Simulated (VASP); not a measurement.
ZnS, 4 atoms in the cell. It takes space group P6_3/mmc (No. 194, hexagonal). The conventional cell has a = 3.974 Å, b = 3.974 Å, c = 6.011 Å, α = 90.00°, β = 90.00°, γ = 120.00°. Zn (site symmetry -6m2) has 5 S at 2.29 to 3.01 Å within 3.1 Å. Within 3.1 Å of S (site symmetry -6m2) lie 5 Zn at 2.29 to 3.01 Å. 

* Program: VASP 6.6.1
* Task: single point
* Functional: PBE
* Potentials or basis: VASP PAW PBE potentials, release 64 (Zn, S)
* Cutoff: 520 eV
* k mesh: 6 × 6 × 4
* Occupations: gaussian, width 0.01 eV
* Spin: no spin polarisation
* Dipole correction: no
* Further INCAR settings: ALGO = Normal; EDIFF = 1e-07; NBANDS = 26

Potentials or basis: VASP PAW PBE potentials, release 64 (Zn, S).

The run is started by

```bash
$ cat potpaw_PBE.64/Zn/POTCAR potpaw_PBE.64/S/POTCAR > POTCAR
$ mpirun -np 1 vasp_std > vasp.out
```

Hardware: 1 thread of Intel Xeon 8259CL, with other jobs on the host.

Task: How long does it take, and how much memory?

Result: It took 66 s on 1 thread of Intel Xeon 8259CL, with other jobs on the host, peak memory 0.21 GiB. Counts: scf iterations 14, k points 21.
